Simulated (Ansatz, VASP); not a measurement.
V in VASP and in Ansatz

INCAR

```
PREC = Accurate ; ENCUT = 520
EDIFF = 1E-7 ; ISMEAR = -1
SIGMA = 0.1 ; LREAL = F
LASPH = T ; NELM = 100
ALGO = Normal ; ISIF = 2
LWAVE = F ; LCHARG = F
GGA = RE ; NBANDS = 26
```

File KPOINTS:

```
regular mesh
0
Gamma
  9 9 15
```

Contents of POSCAR:

```
V
1.0
    4.5350215499      0.0000000000      0.0000000000
   -2.2675107749      3.9274438689      0.0000000000
    0.0000000000      0.0000000000      2.4389373346
V
3
Direct
    0.0000000000      1.0000000000      0.0000000000
    0.3333333333      0.6666666667      0.5000000000
    0.6666666667      0.3333333333      0.5000000000
```

Input for Ansatz:

```yaml
crystal:
  lattice:
    - [4.5350215499, 0.0, 0.0]
    - [-2.2675107749, 3.9274438689, 0.0]
    - [0.0, 0.0, 2.4389373346]
  atoms:
    - { symbol: V, position: [0.0, 1.0, 0.0] }
    - { symbol: V, position: [0.3333333333, 0.6666666667, 0.5] }
    - { symbol: V, position: [0.6666666667, 0.3333333333, 0.5] }
hamiltonian:
  xc: revpbe
  pseudopotentials:
    kind: paw
    azcp:
      V: "pseudopotentials/V.paw.azcp"
basis:
  ecutwfc: 420
  fft_grid_basis: typed
kpoints:
  mp_grid: { grid: [9, 9, 15], shift: [0, 0, 0] }
magnetization:
  spin_polarized: false
scf:
  occupations: { method: fermi_dirac, width: 0.1 }
  lower_state_search: "off"
output:
  stress: true
```

Alike in both runs: task single point; functional revPBE; k mesh 9 × 9 × 15; occupations fermi-dirac, width 0.1 eV; no spin polarisation.

|  | VASP | Ansatz |
| --- | --- | --- |
| version | VASP 6.6.1 | Ansatz 0.2.0 |
| potentials or method | VASP PAW PBE potentials, release 64 (V_sv), cutoff 520 eV | plane waves (420 eV) with PAW, scalar-relativistic |
| valence electrons in the cell | 39 | 39 |

|  | VASP | Ansatz | Ansatz less VASP |
| --- | --- | --- | --- |
| pressure (GPa) | -5.9 | -6.2 | -0.24 |
| traceless stress, the component that is largest in VASP (GPa) | 0.21 | 0.09 | -0.120 |

VASP's potentials were made for PBE, not for revPBE.
